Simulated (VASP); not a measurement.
# Y3Ga (Pm-3m) in VASP: density of states with LDA

Aim: the density of states of Y3Ga with LDA.

Everything below comes from runs of VASP 6.6.1. Logs are shortened: lines on timing, memory, paths and dates and some standing lists are left out, and cuts for length are marked.

## (1) The cell of the first run

The structure is cubic, space group Pm-3m (No. 221). Conventional cell: a = 4.757 Å, b = 4.757 Å, c = 4.757 Å, α = 90.00°, β = 90.00°, γ = 90.00°. Y (site symmetry 4/mmm) has 8 Y at 3.36 Å and 4 Ga at 3.36 Å within 4.4 Å. Ga (site symmetry m-3m) has 12 Y at 3.36 Å within 4.4 Å.

## (2) Density of states, LDA

POSCAR reads:

```
Y3Ga
1.0
    4.7570770000      0.0000000000      0.0000000000
    0.0000000000      4.7570770000      0.0000000000
    0.0000000000      0.0000000000      4.7570770000
Y Ga
3 1
Direct
    0.5000000000      0.0000000000      0.5000000000
    0.5000000000      0.5000000000      0.0000000000
    0.0000000000      0.5000000000      0.5000000000
    0.0000000000      0.0000000000      0.0000000000
```

INCAR.step1 reads:

```
ALGO = Normal ; EDIFF = 1E-6
ENCUT = 520 ; GGA = CA
ISIF = 2 ; ISMEAR = -1
LASPH = T ; LCHARG = T
LMAXMIX = 4 ; LREAL = F
LWAVE = F ; NBANDS = 31
NELM = 100 ; PREC = Accurate
SIGMA = 0.05
```

KPOINTS.step1 reads:

```
k-points
0
Gamma
  5 5 5
```

INCAR.step2 reads:

```
ALGO = Normal ; EDIFF = 1E-6
ENCUT = 520 ; GGA = CA
ICHARG = 11 ; ISIF = 2
ISMEAR = -5 ; LASPH = T
LCHARG = F ; LMAXMIX = 4
LORBIT = 11 ; LREAL = F
LWAVE = F ; NEDOS = 2001
NELM = 100 ; PREC = Accurate
SIGMA = 0.05
```

KPOINTS.step2 reads:

```
k-points
0
Gamma
  8 8 8
```

Potentials or basis: VASP PAW LDA potentials, release 64 (Y_sv, Ga_d).

On the command line:

```
> cat potpaw_LDA.64/Y_sv/POTCAR potpaw_LDA.64/Ga_d/POTCAR > POTCAR
> cp INCAR.step1 INCAR
> cp KPOINTS.step1 KPOINTS
> mpirun -np 1 vasp_std > vasp.out
> cp INCAR.step2 INCAR
> cp KPOINTS.step2 KPOINTS
> mpirun -np 1 vasp_std > vasp.out
```

OUTCAR:

```text
EDIFF = 1E-6
   ENCUT = 520
   GGA = CA
   ICHARG = 11
   ISIF = 2
   ISMEAR = -5
   LASPH = T
   LORBIT = 11
   LREAL = F
   NELM = 100
   PREC = Accurate

 ion  position               nearest neighbor table
   1  0.500  0.000  0.500-   2 3.36   3 3.36   4 3.36   2 3.36   4 3.36   2 3.36   3 3.36   2 3.36
                             3 3.36   4 3.36   4 3.36   3 3.36
   2  0.500  0.500  0.000-   1 3.36   3 3.36   4 3.36   1 3.36   3 3.36   1 3.36   4 3.36   1 3.36
                             3 3.36   4 3.36   3 3.36   4 3.36
   3  0.000  0.500  0.500-   1 3.36   2 3.36   4 3.36   2 3.36   4 3.36   1 3.36   4 3.36   4 3.36
                             1 3.36   2 3.36   2 3.36   1 3.36
   4  0.000  0.000  0.000-   1 3.36   2 3.36   3 3.36   1 3.36   3 3.36   2 3.36   3 3.36   3 3.36
                             1 3.36   2 3.36   1 3.36   2 3.36

  LATTYP: Found a simple cubic cell.
 ALAT       =     4.7570770000

  Lattice vectors:

 A1 = (   4.7570770000,   0.0000000000,   0.0000000000)
 A2 = (   0.0000000000,   4.7570770000,   0.0000000000)
 A3 = (   0.0000000000,   0.0000000000,   4.7570770000)

Analysis of symmetry for initial positions (statically):
=====================================================================
 Subroutine PRICEL returns:
 Original cell was already a primitive cell.

 Routine SETGRP: Setting up the symmetry group for a
 simple cubic supercell.

 Subroutine GETGRP returns: Found 48 space group operations
 (whereof 48 operations were pure point group operations)
 out of a pool of 48 trial point group operations.

The static configuration has the point symmetry O_h .

Analysis of symmetry for dynamics (positions and initial velocities):
=====================================================================
 Subroutine PRICEL returns:
 Original cell was already a primitive cell.

 Routine SETGRP: Setting up the symmetry group for a
 simple cubic supercell.

 Subroutine GETGRP returns: Found 48 space group operations
 (whereof 48 operations were pure point group operations)
 out of a pool of 48 trial point group operations.

The dynamic configuration has the point symmetry O_h .

 Subroutine INISYM returns: Found 48 space group operations
 (whereof 48 operations are pure point group operations),
 and found     1 'primitive' translations

----------------------------------------------------------------------------------------

[... 103 lines left out ...]
   NFREE  =      0    steps in history (QN), initial steepest desc. (CG)
   ISIF   =      2    stress and relaxation
   ISYM   =      2    0-nonsym 1-usesym 2-fastsym
   POTIM  = 0.5000    time-step for ionic-motion
   TEBEG  =    0.0;   TEEND  =   0.0 temperature during run
   PSTRESS=    0.0 pullay stress
   NELECT =      46.0000    total number of electrons
   NUPDOWN=      -1.0000    fix difference up-down
   EMIN   =  10.00;   EMAX   =-10.00  energy-range for DOS
   EFERMI =   0.00;   METHOD = LEGACY
   ISMEAR =    -5;   SIGMA  =   0.05  broadening in eV -4-tet -1-fermi 0-gaus
   EFERMI_NEDOS =   21; number of points for ismear=-14 and -15
   IALGO  =     38    algorithm
   IMIX   =      4    mixing-type and parameters
     AMIX     =   0.40;   BMIX     =  1.00
     AMIX_MAG =   1.60;   BMIX_MAG =  1.00
  volume/ion in A,a.u.               =      26.91       181.62
  Fermi-wavevector in a.u.,A,eV,Ry     =   1.233069  2.330162 20.687091  1.520458
  Thomas-Fermi vector in A             =   2.367814
   LORBIT       =     11    0 simple, 1 ext, 2 COOP (PROOUT), +10 PAW based schemes
   GGA     = CA    functional components
   LHFCALC =     F    Hartree Fock is set to
   AEXX    =    0.0000 exact exchange contribution
   IVDW    =     0    specifies the selected vdW correction
   LEPSILON=     F    determine dielectric tensor
   LRPA    =     F    only Hartree local field effects (RPA)
 non-spin polarized calculation
 Fermi weights with tetrahedron method with Bloechl corrections
  energy-cutoff  :      520.00
  volume of cell :      107.65
 maximum number of plane-waves:      2945
 NGX is ok and might be reduce to    36

 number of electron      45.9999998 magnetization

 Free energy of the ion-electron system (eV)
  ---------------------------------------------------
  ext. energy  EPLUGINS =         0.00000000
  ---------------------------------------------------
  free energy    TOTEN  =       -25.45674285 eV

  energy without entropy =      -25.45674285  energy(sigma->0) =      -25.45674285

 E-fermi :   3.6335     XC(G=0): -10.2740

 val. band max:        3.6635078831   @ k =   0.2500   0.2500   0.2500
 cond. band min:       3.6177990016   @ k =   0.3750   0.3750   0.2500
 fundamental gap:     -0.0457088815
 Fermi energy:         3.6334529246

 k-point     1 :       0.0000    0.0000    0.0000
  band No.  band energies     occupation
      1     -38.7503      2.00000
      2     -38.6049      2.00000
      3     -38.6049      2.00000
      4     -19.1767      2.00000
      5     -19.1767      2.00000
      6     -19.1767      2.00000
[... 709 lines left out ...]
     26       4.9874      0.00000
     27       4.9993      0.00000

 [... further k-points ...]
[... 5 lines left out ...]
  --------------------------------------------------------------------------------------
  -------------------------------------------------------------------------------------
  Total       -3.3815475     -3.3815475     -3.3815475     -0.0000000     -0.0000000     -0.0000000
  in kB      -50.3275196    -50.3275196    -50.3275196     -0.0000000     -0.0000000     -0.0000000
  external PRESSURE =     -50.3275196 kB  Pullay stress =       0.0000000 kB

 VOLUME and BASIS-vectors are now :
 -----------------------------------------------------------------------------
  energy-cutoff  :      520.00
  volume of cell :      107.65
      direct lattice vectors                 reciprocal lattice vectors
     4.757077000  0.000000000  0.000000000     0.210213120  0.000000000  0.000000000
     0.000000000  4.757077000  0.000000000     0.000000000  0.210213120  0.000000000
     0.000000000  0.000000000  4.757077000     0.000000000  0.000000000  0.210213120

 POSITION                                       TOTAL-FORCE (eV/Angst)
 -----------------------------------------------------------------------------------
      2.37854      0.00000      2.37854         0.000000      0.000000      0.000000
      2.37854      2.37854      0.00000         0.000000      0.000000      0.000000
      0.00000      2.37854      2.37854         0.000000      0.000000      0.000000
      0.00000      0.00000      0.00000         0.000000      0.000000      0.000000
 -----------------------------------------------------------------------------------
    total drift:                                0.000000      0.000000      0.000000

  FREE ENERGIE OF THE ION-ELECTRON SYSTEM (eV)
  ---------------------------------------------------
  free  energy   TOTEN  =       -25.4567428541 eV

  energy  without entropy=      -25.4567428541  energy(sigma->0) =      -25.45674285

 total charge

# of ion       s       p       d       f       tot
--------------------------------------------------
    1        2.274   6.235   1.054   0.012   9.576
    2        2.274   6.235   1.054   0.012   9.576
    3        2.274   6.235   1.054   0.012   9.576
    4        0.905   0.730   9.921   0.000  11.556
--------------------------------------------------
tot          7.728  19.434  13.083   0.037  40.283
```

OUTCAR.step1:

```text
EDIFF = 1E-6
   ENCUT = 520
   GGA = CA
   ISIF = 2
[... 556 lines left out ...]
      2.37854      0.00000      2.37854         0.000000      0.000000      0.000000
      2.37854      2.37854      0.00000         0.000000      0.000000      0.000000
      0.00000      2.37854      2.37854         0.000000      0.000000      0.000000
      0.00000      0.00000      0.00000         0.000000      0.000000      0.000000
 -----------------------------------------------------------------------------------
    total drift:                                0.000000      0.000000      0.000000

  FREE ENERGIE OF THE ION-ELECTRON SYSTEM (eV)
  ---------------------------------------------------
  free  energy   TOTEN  =       -25.4507078417 eV

  energy  without entropy=      -25.3934868889  energy(sigma->0) =      -25.42209737
```

It took 92 s on 1 thread of AMD EPYC 7R13 (Zen 3), shared host; peak memory 0.21 GiB.

Results:

- Valence electrons inside the program's atomic spheres: Y 9.58; Ga 11.56

Levels at points of the mesh, in eV from the Fermi level:
| k point | band 20 | band 21 | band 22 | band 23 | band 24 | band 25 | band 26 | band 27 |
| --- | --- | --- | --- | --- | --- | --- | --- | --- |
| (0.00, 0.00, 0.00) | -0.95 | -0.95 | -0.56 | -0.56 | -0.56 | 0.80 | 0.80 | 0.80 |
| (0.50, 0.00, 0.00) | -1.44 | -0.81 | -0.81 | -0.10 | 0.52 | 1.26 | 1.26 | 1.78 |
| (0.50, 0.50, 0.00) | -2.37 | -1.14 | -0.89 | 0.36 | 0.36 | 0.36 | 1.45 | 1.45 |
| (0.50, 0.50, 0.50) | -1.54 | -1.54 | -0.56 | -0.56 | -0.56 | 1.35 | 1.62 | 1.62 |

Caveat: tetrahedron occupations give inexact forces and stress in metals.
